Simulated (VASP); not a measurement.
Input of a VASP 6.6.1 run:

File POSCAR:

```
ZnO
1.0
    3.1934317512      0.0000000000      0.0000000000
   -1.5967158756      2.7655930218      0.0000000000
    0.0000000000      0.0000000000      5.4208039998
Zn O
2 2
Direct
    0.6666666669      0.3333333331      0.5064848377
    0.3333333331      0.6666666669      0.0064848377
    0.6666666670      0.3333333330      0.8738251623
    0.3333333330      0.6666666670      0.3738251623
```

File INCAR.step1:

```
PREC = Accurate
ENCUT = 520
ISMEAR = 0
SIGMA = 0.02
LREAL = False
LASPH = True
NELM = 100
NBANDS = 26
GGA = PE
ALGO = Normal
EDIFF = 1E-4
LWAVE = True
LCHARG = False
```

File INCAR.step2:

```
PREC = Accurate
ENCUT = 520
EDIFF = 1E-6
ISMEAR = 0
SIGMA = 0.02
LREAL = False
LASPH = True
NELM = 100
ALGO = Normal
ISIF = 2
LWAVE = False
LCHARG = False
METAGGA = R2SCAN
LMIXTAU = True
NBANDS = 26
ISTART = 1
```

KPOINTS

```
regular mesh
0
Gamma
  12 12 6
```

Potentials or basis: VASP PAW PBE potentials, release 64 (Zn, O).

Command:

```console
$ cat potpaw_PBE.64/Zn/POTCAR potpaw_PBE.64/O/POTCAR > POTCAR
$ cp INCAR.step1 INCAR
$ mpirun -np 1 vasp_std > vasp.out
$ cp INCAR.step2 INCAR
$ mpirun -np 1 vasp_std > vasp.out
```

Problem. Predict the band gap on the k mesh.

Solution. 1.13 eV.

Problem. Predict the pressure.

Solution. -1.3 GPa.

Stress tensor (GPa, compression positive):
```
 0.94  0.00  0.00
 0.00  0.94  0.00
 0.00  0.00 -5.66
```

Caveat: the cell differs from its parent crystal (uniaxial strain along c: +4.0 %, then relaxed in part); the stress differs along the axes, from -6 to 1 GPa; the PAW data sets were made with another functional, which shifts forces and pressure a little.
